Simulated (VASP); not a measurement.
# Sc (a cell with a defect) in VASP: a series of runs

Sc (a cell with a defect) is run at these levels: PBE+D3(BJ); tasks: single point.

Program: VASP 6.6.1. These are calculated values, not measurements. Logs are shortened: lines on timing, memory, paths and dates and some standing lists are left out, and cuts for length are marked.

## Step 1: The cell of the first run

The cell holds a defect, 13 atoms: a = 6.620 Å, b = 9.930 Å, c = 5.276 Å, α = 90.00°, β = 90.00°, γ = 120.00°.

## Step 2: Single point, PBE+D3(BJ)

INCAR

```
PREC = Accurate
ENCUT = 520
EDIFF = 1E-6
ISMEAR = 0
SIGMA = 0.05
LREAL = False
LASPH = True
NELM = 80
ALGO = Normal
ISIF = 2
LWAVE = False
LCHARG = False
GGA = PE
IVDW = 12
NBANDS = 84
```

KPOINTS

```
Automatic mesh
0
Gamma
  3 2 3
```

POSCAR

```
Sc
1.0
    6.6200000000      0.0000000000      0.0000000000
   -4.9650000000      8.5996320000      0.0000000000
    0.0000000000      0.0000000000      5.2761400000
Sc
13
Direct
    0.0173216416      0.0109710509     -0.0244064790
    0.1913554540      0.1928783697      0.4874061340
   -0.0668069830      0.2828003570      0.1338448184
    0.1917338453      0.6023289136      0.3878589272
    0.0028896685      0.6529495681     -0.0663666999
    0.1541094153      0.8847211136      0.4810133924
    0.4828240475     -0.0100811291      0.0162357329
    0.6836021134      0.2312998975      0.5842098580
    0.5137239484      0.3240472383      0.0346363061
    0.6850183838      0.5614239074      0.4700277097
    0.5652770411      0.7101373640     -0.0208267787
    0.6847539726      0.9056927087      0.4916148927
    0.2295336049      0.4343181197      0.7721828837
```

Potentials or basis: VASP PAW PBE potentials, release 64 (Sc_sv).

On the command line:

```console
cat potpaw_PBE.64/Sc_sv/POTCAR > POTCAR
mpirun -np 1 vasp_std > vasp.out
```

OUTCAR:

```text
PREC = Accurate
   ENCUT = 520
   EDIFF = 1E-6
   ISMEAR = 0
   LREAL = False
   LASPH = True
   NELM = 80
   ISIF = 2
   GGA = PE
   IVDW = 12
 IVDW          = 12

 ion  position               nearest neighbor table
   1  0.017  0.011  0.976-  11 2.99   2 3.02   3 3.13   2 3.13  12 3.19   7 3.20   6 3.22   9 3.22
                             6 3.26  12 3.32
   2  0.191  0.193  0.487-  13 2.73   6 2.94   3 2.95   1 3.02   9 3.03   8 3.13   1 3.13  12 3.13

   3  0.933  0.283  0.134-  13 2.61   8 2.79   2 2.95   7 3.01   9 3.05   4 3.06   1 3.13   8 3.25

   4  0.192  0.602  0.388-  13 2.72   5 2.86   6 2.98  11 3.04   3 3.06  12 3.19  10 3.20   5 3.28

   5  0.003  0.653  0.934-   4 2.86  10 3.05   6 3.11  11 3.23   4 3.28   7 3.29   9 3.30  13 3.31
                            10 3.37
   6  0.154  0.885  0.481-   2 2.94   4 2.98   7 3.09   5 3.11  10 3.16   1 3.22  12 3.22   1 3.26
                             7 3.40  12 3.41
   7  0.483  0.990  0.016-   3 3.01   8 3.09   6 3.09  11 3.09  12 3.15   1 3.20   9 3.22   5 3.29
                            12 3.36   6 3.40
   8  0.684  0.231  0.584-   3 2.79   9 2.97   7 3.09   2 3.13   3 3.25  12 3.27  13 3.29  10 3.33
                             9 3.40
   9  0.514  0.324  0.035-  13 2.95   8 2.97   2 3.03   3 3.05  10 3.07   1 3.22   7 3.22   5 3.30
                             8 3.40
  10  0.685  0.561  0.470-   5 3.05  13 3.07   9 3.07   6 3.16   4 3.20  11 3.27   8 3.33  11 3.35
                             5 3.37  12 3.42
  11  0.565  0.710  0.979-  13 2.75   1 2.99   4 3.04  12 3.08   7 3.09  12 3.19   5 3.23  10 3.27
                            10 3.35
  12  0.685  0.906  0.492-  11 3.08   2 3.13   7 3.15   1 3.19  11 3.19   4 3.19   6 3.22   8 3.27
                             1 3.32   7 3.36   6 3.41  10 3.42
  13  0.230  0.434  0.772-   3 2.61   4 2.72   2 2.73  11 2.75   9 2.95  10 3.07   8 3.29   5 3.31

  LATTYP: Found a simple monoclinic cell.
 ALAT       =     6.6200000000
 B/A-ratio  =     0.7970000000
 C/A-ratio  =     1.3228756170
 COS(beta)  =    -0.1889822420

  Lattice vectors:

 A1 = (   6.6200000000,   0.0000000000,   0.0000000000)
 A2 = (   0.0000000000,   0.0000000000,   5.2761400000)
 A3 = (  -1.6550000000,  -8.5996320000,   0.0000000000)

Analysis of symmetry for initial positions (statically):
=====================================================================
 Subroutine PRICEL returns:
 Original cell was already a primitive cell.

 Routine SETGRP: Setting up the symmetry group for a
 simple monoclinic supercell.

 Subroutine GETGRP returns: Found  1 space group operations
 (whereof  1 operations were pure point group operations)
 out of a pool of  4 trial point group operations.

The static configuration has the point symmetry C_1 .

Analysis of symmetry for dynamics (positions and initial velocities):
=====================================================================
 Subroutine PRICEL returns:
 Original cell was already a primitive cell.

 Routine SETGRP: Setting up the symmetry group for a
 simple monoclinic supercell.

 Subroutine GETGRP returns: Found  1 space group operations
 (whereof  1 operations were pure point group operations)
 out of a pool of  4 trial point group operations.

The dynamic configuration has the point symmetry C_1 .

 Subroutine INISYM returns: Found  1 space group operations
 (whereof  1 operations are pure point group operations),
 and found     1 'primitive' translations

----------------------------------------------------------------------------------------

                                     Primitive cell

  volume of cell :     300.3683

  direct lattice vectors                    reciprocal lattice vectors
     6.620000000  0.000000000  0.000000000     0.151057402  0.087213034  0.000000000
    -4.965000000  8.599632000  0.000000000     0.000000000  0.116284046  0.000000000
     0.000000000  0.000000000  5.276140000     0.000000000  0.000000000  0.189532499
[... 62 lines left out ...]
|           WW  WW  A    A  R   R   N   NN  II  N   NN  G    G                |
|           W    W  A    A  R    R  N    N  II  N    N   GGGG   !!!           |
|                                                                             |
|     Your reciprocal lattice and k-lattice belong to different lattice       |
|     classes:                                                                |
|                                                                             |
|        The reciprocal lattice is simple monoclinic,                         |
|        whereas your k-lattice is hexagonal.                                 |
|                                                                             |
|     Results are often still useful ...                                      |
|                                                                             |
 -----------------------------------------------------------------------------

 Subroutine IBZKPT returns following result:
 ===========================================

 Found     10 irreducible k-points:

 Following reciprocal coordinates:
            Coordinates               Weight
  0.000000  0.000000  0.000000      1.000000
  0.333333  0.000000  0.000000      2.000000
  0.000000  0.500000  0.000000      1.000000
  0.333333  0.500000  0.000000      2.000000
  0.000000  0.000000  0.333333      2.000000
  0.333333  0.000000  0.333333      2.000000
 -0.333333 -0.000000  0.333333      2.000000
  0.000000  0.500000  0.333333      2.000000
  0.333333  0.500000  0.333333      2.000000
 -0.333333  0.500000  0.333333      2.000000
   k-points           NKPTS =     10   k-points in BZ     NKDIM =     10   number of bands    NBANDS=     84
   number of dos      NEDOS =    301   number of ions     NIONS =     13
   total plane-waves  NPLWV = 160000
   dimension x,y,z NGX =    50 NGY =   80 NGZ =   40
   dimension x,y,z NGXF=   100 NGYF=  160 NGZF=   80
   ions per type =              13
   NGX,Y,Z   is equivalent  to a cutoff of  12.56, 13.39, 12.60 a.u.
   NGXF,Y,Z  is equivalent  to a cutoff of  25.11, 26.79, 25.21 a.u.
 SYSTEM =  unknown system
   PREC   = accura    normal or accurate (medium, high low for compatibility)
   ISTART =      0    job   : 0-new  1-cont  2-samecut
   ICHARG =      2    charge: 1-file 2-atom 10-const
   ISPIN  =      1    spin polarized calculation?
   LNONCOLLINEAR =      F non collinear calculations
   LSORBIT =      F    spin-orbit coupling
   LASPH  =      T    aspherical Exc in radial PAW
   ENCUT  =  520.0 eV  38.22 Ry    6.18 a.u.  12.31 18.46  9.81*2*pi/ulx,y,z
   NELM   =     80;   NELMIN=  2; NELMDL= -5     # of ELM steps
   EDIFF  = 0.1E-05   stopping-criterion for ELM
   LREAL  =      F    real-space projection
[... 7 lines left out ...]
   TEBEG  =    0.0;   TEEND  =   0.0 temperature during run
   PSTRESS=    0.0 pullay stress
   NELECT =     143.0000    total number of electrons
   NUPDOWN=      -1.0000    fix difference up-down
   EMIN   =  10.00;   EMAX   =-10.00  energy-range for DOS
   EFERMI =   0.00;   METHOD = LEGACY
   ISMEAR =     0;   SIGMA  =   0.05  broadening in eV -4-tet -1-fermi 0-gaus
   EFERMI_NEDOS =   21; number of points for ismear=-14 and -15
   IALGO  =     38    algorithm
   IMIX   =      4    mixing-type and parameters
     AMIX     =   0.40;   BMIX     =  1.00
     AMIX_MAG =   1.60;   BMIX_MAG =  1.00
  volume/ion in A,a.u.               =      23.11       155.92
  Fermi-wavevector in a.u.,A,eV,Ry     =   1.278308  2.415652 22.232885  1.634071
  Thomas-Fermi vector in A             =   2.410858
   LORBIT       =      0    0 simple, 1 ext, 2 COOP (PROOUT), +10 PAW based schemes
   GGA     = PE    functional components
   LHFCALC =     F    Hartree Fock is set to
   AEXX    =    0.0000 exact exchange contribution
   IVDW    =    12    specifies the selected vdW correction
   LEPSILON=     F    determine dielectric tensor
   LRPA    =     F    only Hartree local field effects (RPA)
 non-spin polarized calculation
 Gauss-broadening in eV      SIGMA  =   0.05
  energy-cutoff  :      520.00
  volume of cell :      300.37
 maximum number of plane-waves:      8103
 NGX is ok and might be reduce to    50
   NGX = 25   NGY = 37   NGZ = 19

 number of electron     143.0000004 magnetization

 Free energy of the ion-electron system (eV)
  ---------------------------------------------------
  ext. energy  EPLUGINS =         0.00000000
  ---------------------------------------------------
  free energy    TOTEN  =       -78.83433121 eV

  energy without entropy =      -78.81029666  energy(sigma->0) =      -78.82231393

 E-fermi :   4.0032     XC(G=0): -10.1187

 val. band max:        3.9973398496   @ k =  -0.3333   0.5000   0.3333
 cond. band min:       4.0150809129   @ k =  -0.3333  -0.0000   0.3333
 fundamental gap:      0.0177410633
 Fermi energy:         4.0032012307

 k-point     1 :       0.0000    0.0000    0.0000
  band No.  band energies     occupation
      1     -45.3346      2.00000
      2     -45.3151      2.00000
      3     -45.2812      2.00000
      4     -45.2649      2.00000
      5     -45.2417      2.00000
      6     -45.2316      2.00000
[... 849 lines left out ...]
     82       4.9782      0.00000
     83       5.0332      0.00000
 [bands above 83 left out]

------------------------ aborting loop because EDIFF is reached ----------------------------------------

 Edisp (eV)   -5.40254

 E8    (eV) :    -2.6238

  FORCE on cell =-STRESS in cart. coord.  units (eV):
  Direction    XX          YY          ZZ          XY          YZ          ZX
  --------------------------------------------------------------------------------------
  -------------------------------------------------------------------------------------
  Total       0.13283     2.40988     3.38774     0.26854    -1.59779    -0.79945
  in kB       0.70852    12.85441    18.07033     1.43243    -8.52268    -4.26430
  external pressure =       10.54 kB  Pullay stress =        0.00 kB

 VOLUME and BASIS-vectors are now :
 -----------------------------------------------------------------------------
  energy-cutoff  :      520.00
  volume of cell :      300.37
      direct lattice vectors                 reciprocal lattice vectors
     6.620000000  0.000000000  0.000000000     0.151057402  0.087213034  0.000000000
    -4.965000000  8.599632000  0.000000000     0.000000000  0.116284046  0.000000000
     0.000000000  0.000000000  5.276140000     0.000000000  0.000000000  0.189532499

 POSITION                                       TOTAL-FORCE (eV/Angst)
 -----------------------------------------------------------------------------------
      0.06020      0.09435      5.14737        -0.007582      0.005193      0.001896
      0.30913      1.65868      2.57162         0.008797     -0.008766      0.000811
      4.77363      2.43198      0.70618        -0.000692     -0.002671      0.006558
     -1.72129      5.17981      2.04640         0.000030      0.010831      0.003517
     -3.22277      5.61513      4.92598        -0.005092     -0.000803     -0.004450
     -3.37244      7.60828      2.53789         0.004808     -0.006013      0.002620
     -1.71865      8.51294      0.08566         0.002189     -0.007143      0.004294
      3.37704      1.98909      3.08237        -0.004922      0.001582      0.001530
      1.79196      2.78669      0.18275         0.005180      0.003644     -0.004356
      1.74735      4.82804      2.47993        -0.004242      0.002993     -0.001200
      0.21630      6.10692      5.16625         0.009092      0.004725     -0.004314
      0.03631      7.78862      2.59383        -0.002711     -0.001444     -0.006793
     -0.63688      3.73498      4.07415        -0.004855     -0.002127     -0.000114
 -----------------------------------------------------------------------------------
    total drift:                                0.000157      0.000092      0.000298

  FREE ENERGIE OF THE ION-ELECTRON SYSTEM (eV)
  ---------------------------------------------------
  free  energy   TOTEN  =       -84.2368734312 eV

  energy  without entropy=      -84.2128388740  energy(sigma->0) =      -84.22485615
```

Wall time 10 min (1 thread of Intel Xeon Platinum 8259CL at 2.50GHz (Skylake/Cascade Lake), shared host); peak memory 0.45 GiB.

Results:

```
Free energy                : -84.2369 eV
Pressure                   : 1.1 GPa
Largest force              : 0.012 eV/Å
Band gap on the k mesh     : zero (an odd number of electrons rules out a gap without spin polarisation)
Dispersion energy per atom : -0.416 eV
```

Forces in eV/Å, atoms in the order of the input:
```
Sc  -0.008  0.005  0.002
Sc   0.009 -0.009  0.001
Sc  -0.001 -0.003  0.007
Sc   0.000  0.011  0.004
Sc  -0.005 -0.001 -0.004
Sc   0.005 -0.006  0.003
Sc   0.002 -0.007  0.004
Sc  -0.005  0.002  0.002
Sc   0.005  0.004 -0.004
Sc  -0.004  0.003 -0.001
Sc   0.009  0.005 -0.004
Sc  -0.003 -0.001 -0.007
Sc  -0.005 -0.002  0.000
```

Stress tensor (GPa, compression positive):
```
 0.07  0.14 -0.43
 0.14  1.29 -0.85
-0.43 -0.85  1.81
```

Caveat: the k points lie up to 0.40 Å⁻¹ apart, too coarse for converged energies and pressures of a metal.

## Step 3: Single point, PBE+D3(BJ)

INCAR

```
SYSTEM = Sc
ALGO = Normal ; EDIFF = 1E-6
ENCUT = 520 ; GGA = PE
ISIF = 2 ; ISMEAR = 0
IVDW = 12 ; LASPH = .True.
LCHARG = .False. ; LREAL = .False.
LWAVE = .False. ; NBANDS = 84
NELM = 80 ; PREC = Accurate
SIGMA = 0.05
```

KPOINTS

```
k-points
0
Gamma
  3 2 3
  0 0 0
```

POSCAR

```
Sc
1.0
    6.6200000000      0.0000000000      0.0000000000
   -4.9650000000      8.5996320000      0.0000000000
    0.0000000000      0.0000000000      5.2761400000
Sc
13
Direct
    0.0162791808      0.0141813045     -0.0152770776
    0.1729820308      0.2035399887      0.4935051003
   -0.0687488886      0.2875134657      0.0821811021
    0.1773602048      0.5798937675      0.4265250733
   -0.0050864788      0.6491128923     -0.0455702464
    0.1542803993      0.8848653059      0.4879277275
    0.4810230546     -0.0088131678      0.0162359225
    0.6773992616      0.2289458433      0.5600774430
    0.5137079038      0.3068719685      0.0388052629
    0.6817720440      0.5626487273      0.4629678136
    0.5656819391      0.7247106620     -0.0056560288
    0.6746046052      0.9007815683      0.4988971104
    0.2951572056      0.4481808059      0.8303466170
```

Potentials or basis: VASP PAW PBE potentials, release 64 (Sc_sv).

On the command line:

```console
cat potpaw_PBE.64/Sc_sv/POTCAR > POTCAR
mpirun -np 1 vasp_std > vasp.out
```

It took 9.7 min on 1 thread of Intel Xeon Platinum 8259CL at 2.50GHz (Skylake/Cascade Lake), shared host; peak memory 0.45 GiB.

The run converged. Its results:

```yaml
Free_energy: -84.1088 eV
Pressure: 1.0 GPa
Largest_force: 0.187 eV/Å
Band_gap_on_the_k_mesh: zero (an odd number of electrons rules out a gap without spin polarisation)
Dispersion_energy_per_atom: -0.416 eV
```

Forces in eV/Å, atoms in the order of the input:
```
Sc  -0.005 -0.015 -0.006
Sc   0.046 -0.053 -0.004
Sc   0.010 -0.002  0.114
Sc  -0.028  0.044 -0.054
Sc  -0.001  0.004 -0.027
Sc   0.002  0.003 -0.001
Sc   0.003  0.001  0.024
Sc   0.022  0.022  0.066
Sc  -0.002  0.031  0.028
Sc   0.018  0.015 -0.004
Sc   0.008 -0.021  0.023
Sc   0.000 -0.012  0.013
Sc  -0.073 -0.018 -0.172
```

Stress tensor (GPa, compression positive):
```
 0.85  0.05 -0.45
 0.05  1.62 -0.48
-0.45 -0.48  0.52
```

Levels at points of the mesh, in eV from the Fermi level:
| k point | band 67 | band 68 | band 69 | band 70 | band 71 | band 72 | band 73 | band 74 | band 75 | band 76 |
| --- | --- | --- | --- | --- | --- | --- | --- | --- | --- | --- |
| (0.00, 0.00, 0.00) | -0.55 | -0.48 | -0.40 | -0.34 | -0.16 | -0.14 | 0.05 | 0.25 | 0.42 | 0.45 |
| (0.00, 0.50, 0.00) | -0.61 | -0.55 | -0.43 | -0.31 | -0.18 | -0.14 | -0.12 | 0.01 | 0.38 | 0.53 |

Caveat: the k points lie up to 0.40 Å⁻¹ apart, too coarse for converged energies and pressures of a metal.
